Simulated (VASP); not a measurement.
Runs of VASP 6.6.1 on CeO2. The structure is that of space group Fm-3m (No. 225), or close to it. The cells are those of the table. 

```csv
cell,gap on the mesh (eV),pressure (GPa)
"a = 3.989 Å, angles 60.0°, 3 atoms",1.60,(c)
"a = 3.915 Å, angles 60.0°, 3 atoms",1.75,-6.2
"a = 3.869 Å, angles 60.0°, 3 atoms",1.85,(a)
"a = 3.838 Å, angles 60.0°, 3 atoms",(b),3.6
"a = 3.889 Å, angles 60.0°, 3 atoms",1.81,-3.3
```

Alike in all rows: task single point; level PBE; potentials or basis VASP PAW PBE potentials, release 64 (Ce, O); no spin polarisation; k mesh 12 × 12 × 12; cutoff (eV) 520; smearing gaussian 0.05 eV.

Question: Fill in the values left out.

Answer: (a) -0.7; (b) 1.92; (c) -13.4.

Caveats: spin-orbit coupling is left out, which moves the levels of the heavy elements; the cell stands under tension (at least some runs); the cell stands under pressure (at least some runs).

A k mesh can miss the band edges, and the runs leave out spin-orbit coupling on Ce.
